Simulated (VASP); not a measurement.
# NbRu3C (Pm-3m) in VASP: a series of runs

The runs below take NbRu3C through single point, with PBE.

Everything below comes from runs of VASP 6.6.1. Logs are shortened: lines on timing, memory, paths and dates and some standing lists are left out, and cuts for length are marked.

**1. The cell of the first run**

Symmetry: Pm-3m, No. 221, cubic system. Conventional cell: a = 3.925 Å, b = 3.925 Å, c = 3.925 Å, α = 90.00°, β = 90.00°, γ = 90.00°. Within 3.7 Å of Nb (site symmetry m-3m) lie 12 Ru at 2.78 Å and 8 C at 3.40 Å. Ru (site symmetry 4/mmm) has 2 C at 1.96 Å within 2.6 Å. C (site symmetry m-3m) has 6 Ru at 1.96 Å within 2.6 Å.

**2. Single point, PBE**

Contents of INCAR:

```
SYSTEM = NbRu3C
PREC = Accurate
ENCUT = 520
EDIFF = 1E-7
ISMEAR = 1
SIGMA = 0.05
LREAL = .FALSE.
LASPH = .TRUE.
NELM = 60
ALGO = Normal
ISIF = 2
LWAVE = .FALSE.
LCHARG = .TRUE.
GGA = PE
LELF = .TRUE.
LVHAR = .TRUE.
NBANDS = 38
```

Contents of KPOINTS:

```
regular mesh
0
G
  6 6 6
  0 0 0
```

Contents of POSCAR:

```
NbRu3C
1.0
    3.9248495169      0.0000000000      0.0000000000
    0.0000000000      3.9248495169      0.0000000000
    0.0000000000      0.0000000000      3.9248495169
Nb Ru C
1 3 1
Direct
    0.0000000000      0.0000000000      0.0000000000
    0.0000000000      0.5000000000      0.5000000000
    0.5000000000      0.0000000000      0.5000000000
    0.5000000000      0.5000000000      0.0000000000
    0.5000000000      0.5000000000      0.5000000000
```

Potentials or basis: VASP PAW PBE potentials, release 64 (Nb_sv, Ru_pv, C).

Run with:

```sh
$ cat potpaw_PBE.64/Nb_sv/POTCAR potpaw_PBE.64/Ru_pv/POTCAR potpaw_PBE.64/C/POTCAR > POTCAR
$ mpirun -np 1 vasp_std > vasp.out
```

OUTCAR:

```text
SYSTEM = NbRu3C
   PREC = Accurate
   ENCUT = 520
   EDIFF = 1E-7
   ISMEAR = 1
   LREAL = .FALSE.
   LASPH = .TRUE.
   NELM = 60
   ISIF = 2
   GGA = PE

 ion  position               nearest neighbor table
   1  0.000  0.000  0.000-   2 2.78   3 2.78   4 2.78   2 2.78   3 2.78   2 2.78   4 2.78   2 2.78
                             3 2.78   4 2.78   3 2.78   4 2.78
   2  0.000  0.500  0.500-   5 1.96   5 1.96   4 2.78   1 2.78   1 2.78   4 2.78   1 2.78   3 2.78
                             1 2.78   3 2.78   4 2.78   3 2.78   4 2.78   3 2.78
   3  0.500  0.000  0.500-   5 1.96   5 1.96   4 2.78   1 2.78   1 2.78   4 2.78   2 2.78   4 2.78
                             2 2.78   4 2.78   1 2.78   2 2.78   1 2.78   2 2.78
   4  0.500  0.500  0.000-   5 1.96   5 1.96   3 2.78   1 2.78   2 2.78   3 2.78   2 2.78   1 2.78
                             3 2.78   3 2.78   1 2.78   2 2.78   2 2.78   1 2.78
   5  0.500  0.500  0.500-   2 1.96   3 1.96   4 1.96   4 1.96   3 1.96   2 1.96

  LATTYP: Found a simple cubic cell.
 ALAT       =     3.9248495169

  Lattice vectors:

 A1 = (   3.9248495169,   0.0000000000,   0.0000000000)
 A2 = (   0.0000000000,   3.9248495169,   0.0000000000)
 A3 = (   0.0000000000,   0.0000000000,   3.9248495169)

Analysis of symmetry for initial positions (statically):
=====================================================================
 Subroutine PRICEL returns:
 Original cell was already a primitive cell.

 Routine SETGRP: Setting up the symmetry group for a
 simple cubic supercell.

 Subroutine GETGRP returns: Found 48 space group operations
 (whereof 48 operations were pure point group operations)
 out of a pool of 48 trial point group operations.

The static configuration has the point symmetry O_h .

Analysis of symmetry for dynamics (positions and initial velocities):
=====================================================================
 Subroutine PRICEL returns:
 Original cell was already a primitive cell.

 Routine SETGRP: Setting up the symmetry group for a
 simple cubic supercell.

 Subroutine GETGRP returns: Found 48 space group operations
 (whereof 48 operations were pure point group operations)
 out of a pool of 48 trial point group operations.

The dynamic configuration has the point symmetry O_h .

 Subroutine INISYM returns: Found 48 space group operations
 (whereof 48 operations are pure point group operations),
 and found     1 'primitive' translations

----------------------------------------------------------------------------------------

                                     Primitive cell

  volume of cell :      60.4601

  direct lattice vectors                    reciprocal lattice vectors
     3.924849517  0.000000000  0.000000000     0.254786839  0.000000000  0.000000000
     0.000000000  3.924849517  0.000000000     0.000000000  0.254786839  0.000000000
     0.000000000  0.000000000  3.924849517     0.000000000  0.000000000  0.254786839

  length of vectors
     3.924849517  3.924849517  3.924849517     0.254786839  0.254786839  0.254786839

  position of ions in fractional coordinates (direct lattice)
     0.000000000  0.000000000  0.000000000
     0.000000000  0.500000000  0.500000000
     0.500000000  0.000000000  0.500000000
     0.500000000  0.500000000  0.000000000
     0.500000000  0.500000000  0.500000000

  ion indices of the primitive-cell ions
   primitive index   ion index
                 1           1
                 2           2
                 3           3
                 4           4
                 5           5

----------------------------------------------------------------------------------------

 KPOINTS: regular mesh

Automatic generation of k-mesh.
 Grid dimensions read from file:
 generate k-points for:    6    6    6

 Generating k-lattice:

  Cartesian coordinates                     Fractional coordinates (reciprocal lattice)
     0.042464473  0.000000000  0.000000000     0.166666667  0.000000000  0.000000000
     0.000000000  0.042464473  0.000000000     0.000000000  0.166666667  0.000000000
     0.000000000  0.000000000  0.042464473     0.000000000  0.000000000  0.166666667

  Length of vectors
     0.042464473  0.042464473  0.042464473

  Shift w.r.t. Gamma in fractional coordinates (k-lattice)
     0.000000000  0.000000000  0.000000000

 Subroutine IBZKPT returns following result:
 ===========================================

 Found     20 irreducible k-points:

 Following reciprocal coordinates:
            Coordinates               Weight
  0.000000  0.000000  0.000000      1.000000
  0.166667  0.000000  0.000000      6.000000
  0.333333  0.000000  0.000000      6.000000
  0.500000  0.000000  0.000000      3.000000
  0.166667  0.166667  0.000000     12.000000
  0.333333  0.166667  0.000000     24.000000
[... 12 lines left out ...]
  0.500000  0.500000  0.333333      6.000000
  0.500000  0.500000  0.500000      1.000000
   k-points           NKPTS =     20   k-points in BZ     NKDIM =     20   number of bands    NBANDS=     38
   number of dos      NEDOS =    301   number of ions     NIONS =      5
   total plane-waves  NPLWV =  27000
   dimension x,y,z NGX =    30 NGY =   30 NGZ =   30
   dimension x,y,z NGXF=    60 NGYF=   60 NGZF=   60
   ions per type =               1   3   1
   NGX,Y,Z   is equivalent  to a cutoff of  12.71, 12.71, 12.71 a.u.
   NGXF,Y,Z  is equivalent  to a cutoff of  25.41, 25.41, 25.41 a.u.
 SYSTEM =  NbRu3C
   PREC   = accura    normal or accurate (medium, high low for compatibility)
   ISTART =      0    job   : 0-new  1-cont  2-samecut
   ICHARG =      2    charge: 1-file 2-atom 10-const
   ISPIN  =      1    spin polarized calculation?
   LNONCOLLINEAR =      F non collinear calculations
   LSORBIT =      F    spin-orbit coupling
   LASPH  =      T    aspherical Exc in radial PAW
   ENCUT  =  520.0 eV  38.22 Ry    6.18 a.u.   7.30  7.30  7.30*2*pi/ulx,y,z
   NELM   =     60;   NELMIN=  2; NELMDL= -5     # of ELM steps
   EDIFF  = 0.1E-06   stopping-criterion for ELM
   LREAL  =      F    real-space projection
   EDIFFG = 0.1E-05   stopping-criterion for IOM
   NSW    =      0    number of steps for IOM
   IBRION =     -1    ionic relax: 0-MD 1-quasi-New 2-CG
   NFREE  =      0    steps in history (QN), initial steepest desc. (CG)
   ISIF   =      2    stress and relaxation
   ISYM   =      2    0-nonsym 1-usesym 2-fastsym
   POTIM  = 0.5000    time-step for ionic-motion
   TEBEG  =    0.0;   TEEND  =   0.0 temperature during run
   PSTRESS=    0.0 pullay stress
   NELECT =      59.0000    total number of electrons
   NUPDOWN=      -1.0000    fix difference up-down
   EMIN   =  10.00;   EMAX   =-10.00  energy-range for DOS
   EFERMI =   0.00;   METHOD = LEGACY
   ISMEAR =     1;   SIGMA  =   0.05  broadening in eV -4-tet -1-fermi 0-gaus
   EFERMI_NEDOS =   21; number of points for ismear=-14 and -15
   IALGO  =     38    algorithm
   IMIX   =      4    mixing-type and parameters
     AMIX     =   0.40;   BMIX     =  1.00
     AMIX_MAG =   1.60;   BMIX_MAG =  1.00
  volume/ion in A,a.u.               =      12.09        81.60
  Fermi-wavevector in a.u.,A,eV,Ry     =   1.623812  3.068560 35.875384  2.636766
  Thomas-Fermi vector in A             =   2.717201
   LORBIT       =      0    0 simple, 1 ext, 2 COOP (PROOUT), +10 PAW based schemes
   GGA     = PE    functional components
   LHFCALC =     F    Hartree Fock is set to
   AEXX    =    0.0000 exact exchange contribution
   IVDW    =     0    specifies the selected vdW correction
   LEPSILON=     F    determine dielectric tensor
   LRPA    =     F    only Hartree local field effects (RPA)
 non-spin polarized calculation
 Methfessel and Paxton  Order N= 1 SIGMA  =   0.05
  energy-cutoff  :      520.00
  volume of cell :       60.46
 maximum number of plane-waves:      1654
 NGX is ok and might be reduce to    30
   NGX = 15   NGY = 15   NGZ = 15

 number of electron      58.9999970 magnetization

 Free energy of the ion-electron system (eV)
  ---------------------------------------------------
  ext. energy  EPLUGINS =         0.00000000
  ---------------------------------------------------
  free energy    TOTEN  =       -46.77311771 eV

  energy without entropy =      -46.76964901  energy(sigma->0) =      -46.77196148

 E-fermi :  13.9893     XC(G=0): -13.9516

 val. band max:       13.9689269070   @ k =   0.3333   0.3333   0.1667
 cond. band min:      14.0016397150   @ k =   0.3333   0.1667   0.1667
 fundamental gap:      0.0327128080
 Fermi energy:        13.9893159192

 k-point     1 :       0.0000    0.0000    0.0000
  band No.  band energies     occupation
      1     -41.9630      2.00000
      2     -30.0993      2.00000
      3     -30.0993      2.00000
      4     -30.0993      2.00000
      5     -29.2988      2.00000
      6     -29.2988      2.00000
[... 30 lines left out ...]
     37      17.3735      0.00000
     38      19.5380      0.00000

 k-point     2 :       0.1667    0.0000    0.0000
  band No.  band energies     occupation
      1     -41.9632      2.00000
      2     -30.0864      2.00000
      3     -30.0864      2.00000
      4     -30.0766      2.00000
      5     -29.3101      2.00000
      6     -29.3083      2.00000
[... 30 lines left out ...]
     37      17.3551      0.00000
     38      19.1692      0.00000

 k-point     3 :       0.3333    0.0000    0.0000
  band No.  band energies     occupation
      1     -41.9638      2.00000
      2     -30.0592      2.00000
      3     -30.0592      2.00000
      4     -30.0264      2.00000
      5     -29.3647      2.00000
      6     -29.3356      2.00000
[... 30 lines left out ...]
     37      17.3247      0.00000
[... 617 lines left out ...]
 k-point    19 :       0.5000    0.5000    0.3333
  band No.  band energies     occupation
      1     -41.9598      2.00000
      2     -30.4973      2.00000
      3     -29.7591      2.00000
      4     -29.7086      2.00000
      5     -29.5908      2.00000
      6     -29.5629      2.00000
[... 30 lines left out ...]
     37      17.4894      0.00000
     38      19.6488      0.00000

 k-point    20 :       0.5000    0.5000    0.5000
  band No.  band energies     occupation
      1     -41.9589      2.00000
      2     -30.5448      2.00000
      3     -29.7085      2.00000
      4     -29.7085      2.00000
      5     -29.5956      2.00000
      6     -29.5956      2.00000
[... 30 lines left out ...]
     37      16.5668      0.00000
     38      20.1094      0.00000

------------------------ aborting loop because EDIFF is reached ----------------------------------------

  FORCE on cell =-STRESS in cart. coord.  units (eV):
  Direction    XX          YY          ZZ          XY          YZ          ZX
  --------------------------------------------------------------------------------------
  -------------------------------------------------------------------------------------
  Total       12.2940968     12.2940968     12.2940968      0.0000000      0.0000000     -0.0000000
  in kB      325.7903228    325.7903228    325.7903228      0.0000000      0.0000000     -0.0000000
  external PRESSURE =     325.7903228 kB  Pullay stress =       0.0000000 kB

 VOLUME and BASIS-vectors are now :
 -----------------------------------------------------------------------------
  energy-cutoff  :      520.00
  volume of cell :       60.46
      direct lattice vectors                 reciprocal lattice vectors
     3.924849517  0.000000000  0.000000000     0.254786839  0.000000000  0.000000000
     0.000000000  3.924849517  0.000000000     0.000000000  0.254786839  0.000000000
     0.000000000  0.000000000  3.924849517     0.000000000  0.000000000  0.254786839

 POSITION                                       TOTAL-FORCE (eV/Angst)
 -----------------------------------------------------------------------------------
      0.00000      0.00000      0.00000         0.000000      0.000000      0.000000
      0.00000      1.96242      1.96242         0.000000      0.000000      0.000000
      1.96242      0.00000      1.96242         0.000000      0.000000      0.000000
      1.96242      1.96242      0.00000         0.000000      0.000000      0.000000
      1.96242      1.96242      1.96242         0.000000      0.000000      0.000000
 -----------------------------------------------------------------------------------
    total drift:                                0.000000      0.000000     -0.000000

  FREE ENERGIE OF THE ION-ELECTRON SYSTEM (eV)
  ---------------------------------------------------
  free  energy   TOTEN  =       -46.7731177125 eV

  energy  without entropy=      -46.7696490097  energy(sigma->0) =      -46.77196148
```

Run time: 27 s. Hardware: 1 thread of AMD EPYC 9R45 (Zen 5), shared host; peak memory 0.16 GiB.

What came out:

```
Free energy : -46.7731 eV
Pressure    : 32.6 GPa
```

**3. Single point, PBE**

This run uses another cell than the first one, of 12.43 Å³/atom, 1.028 times its volume.

Contents of INCAR:

```
PREC = Accurate
ENCUT = 520
EDIFF = 1E-6
ISMEAR = 1
SIGMA = 0.05
LREAL = F
LASPH = T
NELM = 100
ALGO = Normal
ISIF = 2
LWAVE = F
LCHARG = T
GGA = PE
LELF = T
LVHAR = T
NBANDS = 38
```

Contents of KPOINTS:

```
Automatic mesh
0
Gamma
  6 6 6
```

Changes to POSCAR since step 2:

```diff
@@ -2,5 +2,5 @@
 1.0
-    3.9248495169      0.0000000000      0.0000000000
-    0.0000000000      3.9248495169      0.0000000000
-    0.0000000000      0.0000000000      3.9248495169
+    3.9608593221      0.0000000000      0.0000000000
+    0.0000000000      3.9608593221      0.0000000000
+    0.0000000000      0.0000000000      3.9608593221
 Nb Ru C
```

Potentials or basis: VASP PAW PBE potentials, release 64 (Nb_sv, Ru_pv, C).

Run with:

```sh
$ cat potpaw_PBE.64/Nb_sv/POTCAR potpaw_PBE.64/Ru_pv/POTCAR potpaw_PBE.64/C/POTCAR > POTCAR
$ mpirun -np 1 vasp_std > vasp.out
```

Wall time 27 s (1 thread of AMD EPYC 9R45 (Zen 5), shared host); peak memory 0.16 GiB.

Results (log left out):

```
Free energy : -47.0571 eV
Pressure    : 21.6 GPa
```

Levels at points of the mesh, in eV from the Fermi level:
| k point | band 27 | band 28 | band 29 | band 30 | band 31 | band 32 |
| --- | --- | --- | --- | --- | --- | --- |
| (0.00, 0.00, 0.00) | -1.54 | -1.54 | 0.69 | 0.75 | 0.75 | 0.75 |
| (0.50, 0.00, 0.00) | -1.58 | -1.58 | -0.86 | -0.38 | -0.38 | 0.56 |
| (0.50, 0.50, 0.00) | -2.67 | -1.85 | -1.43 | -1.07 | 0.37 | 0.37 |
| (0.50, 0.50, 0.50) | 0.22 | 0.22 | 0.22 | 0.47 | 0.47 | 0.47 |

**4. Single point, PBE**

This run uses another cell than the first one, of 12.76 Å³/atom, 1.056 times its volume.

Contents of INCAR:

```
SYSTEM = NbRu3C
ALGO = Normal
EDIFF = 1E-6
ENCUT = 520
GGA = PE
ISIF = 2
ISMEAR = 1
LASPH = .True.
LCHARG = .False.
LREAL = .False.
LWAVE = .False.
NBANDS = 38
NELM = 100
PREC = Accurate
SIGMA = 0.05
```

Contents of KPOINTS:

```
k-points
0
Gamma
  6 6 6
  0 0 0
```

Changes to POSCAR since step 3:

```diff
@@ -2,5 +2,5 @@
 1.0
-    3.9608593221      0.0000000000      0.0000000000
-    0.0000000000      3.9608593221      0.0000000000
-    0.0000000000      0.0000000000      3.9608593221
+    3.9962260088      0.0000000000      0.0000000000
+    0.0000000000      3.9962260088      0.0000000000
+    0.0000000000      0.0000000000      3.9962260088
 Nb Ru C
```

Run with:

```sh
$ cat potpaw_PBE.64/Nb_sv/POTCAR potpaw_PBE.64/Ru_pv/POTCAR potpaw_PBE.64/C/POTCAR > POTCAR
$ mpirun -np 1 vasp_std > vasp.out
```

It took 29 s on 1 thread of AMD EPYC 9R45 (Zen 5), shared host; peak memory 0.16 GiB.

The run converged. Its results:

| Property | Result |
| --- | --- |
| Free energy | -47.2340 eV |
| Pressure | 12.2 GPa |

Levels at points of the mesh, in eV from the Fermi level:
```
           k point  band 27  band 28  band 29  band 30  band 31  band 32
(0.00, 0.00, 0.00)    -1.48    -1.48     0.66     0.71     0.71     0.71
(0.50, 0.00, 0.00)    -1.52    -1.52    -0.83    -0.36    -0.36     0.55
(0.50, 0.50, 0.00)    -2.57    -1.77    -1.37    -1.02     0.36     0.36
(0.50, 0.50, 0.50)     0.20     0.20     0.20     0.45     0.45     0.45
```

**5. Single point, PBE**

This run uses another cell than the first one, of 13.10 Å³/atom, 1.083 times its volume.

Contents of INCAR:

```
SYSTEM = NbRu3C
  ALGO = Normal
  EDIFF = 1E-6
  ENCUT = 520
  GGA = PE
  ISIF = 2
  ISMEAR = 1
  LASPH = .True.
  LCHARG = .False.
  LREAL = .False.
  LWAVE = .False.
  NBANDS = 38
  NELM = 80
  PREC = Accurate
  SIGMA = 0.05
```

KPOINTS is that of step 4.

Changes to POSCAR since step 4:

```diff
@@ -2,5 +2,5 @@
 1.0
-    3.9962260088      0.0000000000      0.0000000000
-    0.0000000000      3.9962260088      0.0000000000
-    0.0000000000      0.0000000000      3.9962260088
+    4.0309775445      0.0000000000      0.0000000000
+    0.0000000000      4.0309775445      0.0000000000
+    0.0000000000      0.0000000000      4.0309775445
 Nb Ru C
```

Run with:

```sh
$ cat potpaw_PBE.64/Nb_sv/POTCAR potpaw_PBE.64/Ru_pv/POTCAR potpaw_PBE.64/C/POTCAR > POTCAR
$ mpirun -np 1 vasp_std > vasp.out
```

Run time: 28 s. Hardware: 1 thread of AMD EPYC 9R45 (Zen 5), shared host; peak memory 0.16 GiB.

Results (log left out):

```
Free energy : -47.3178 eV
Pressure    : 3.9 GPa
```

Levels at points of the mesh, in eV from the Fermi level:
```
           k point  band 25  band 26  band 27  band 28  band 29  band 30  band 31  band 32  band 33  band 34
(0.00, 0.00, 0.00)    -2.67    -2.67    -1.44    -1.44     0.63     0.68     0.68     0.68     1.87     1.87
(0.50, 0.00, 0.00)    -2.03    -1.55    -1.47    -1.47    -0.79    -0.34    -0.34     0.53     0.68     0.91
(0.50, 0.50, 0.00)    -2.93    -2.93    -2.48    -1.69    -1.31    -0.98     0.35     0.35     0.43     1.72
(0.50, 0.50, 0.50)    -2.16    -2.16     0.19     0.19     0.19     0.42     0.42     0.42     1.20     1.20
```

**6. Single point, PBE**

This run uses another cell than the first one, of 13.44 Å³/atom, 1.111 times its volume.

Contents of INCAR:

```
ALGO = Normal ; EDIFF = 1E-6
ENCUT = 520 ; GGA = PE
ISIF = 2 ; ISMEAR = 1
LASPH = T ; LCHARG = F
LREAL = F ; LWAVE = F
NBANDS = 38 ; NELM = 60
PREC = Accurate ; SIGMA = 0.05
```

Contents of KPOINTS:

```
k-points
0
Gamma
  6 6 6
```

Changes to POSCAR since step 5:

```diff
@@ -2,5 +2,5 @@
 1.0
-    4.0309775445      0.0000000000      0.0000000000
-    0.0000000000      4.0309775445      0.0000000000
-    0.0000000000      0.0000000000      4.0309775445
+    4.0651400000      0.0000000000      0.0000000000
+    0.0000000000      4.0651400000      0.0000000000
+    0.0000000000      0.0000000000      4.0651400000
 Nb Ru C
```

Potentials or basis: VASP PAW PBE potentials, release 64 (Nb_sv, Ru_pv, C).

Run with:

```sh
$ cat potpaw_PBE.64/Nb_sv/POTCAR potpaw_PBE.64/Ru_pv/POTCAR potpaw_PBE.64/C/POTCAR > POTCAR
$ mpirun -np 1 vasp_std > vasp.out
```

It took 27 s on 1 thread of AMD EPYC 9R45 (Zen 5), shared host; peak memory 0.16 GiB.

The run converged. Its results:

- Free energy: -47.3205 eV
- Pressure: -3.4 GPa

Levels at points of the mesh, in eV from the Fermi level:
```csv
k point,band 26,band 27,band 28,band 29,band 30,band 31,band 32,band 33
"(0.00, 0.00, 0.00)",-2.57,-1.39,-1.39,0.60,0.64,0.64,0.64,1.80
"(0.50, 0.00, 0.00)",-1.49,-1.41,-1.41,-0.76,-0.31,-0.31,0.52,0.64
"(0.50, 0.50, 0.00)",-2.81,-2.39,-1.62,-1.26,-0.94,0.34,0.34,0.42
"(0.50, 0.50, 0.50)",-2.08,0.19,0.19,0.19,0.40,0.40,0.40,1.15
```

**7. Overview**

| cell | gap on the mesh (eV) | pressure (GPa) |
| --- | --- | --- |
| a = 3.925 Å, 5 atoms | none | 32.6 |
| a = 3.961 Å, 5 atoms | none | 21.6 |
| a = 3.996 Å, 5 atoms | none | 12.2 |
| a = 4.031 Å, 5 atoms | none | 3.9 |
| a = 4.065 Å, 5 atoms | none | -3.4 |

Alike in all rows: task single point; level PBE; potentials or basis VASP PAW PBE potentials, release 64 (Nb_sv, Ru_pv, C); no spin polarisation; k mesh 6 × 6 × 6; cutoff (eV) 520; smearing methfessel-paxton 0.05 eV.

Total energies depend on the potentials used, so only differences within one code and one set of settings carry meaning.
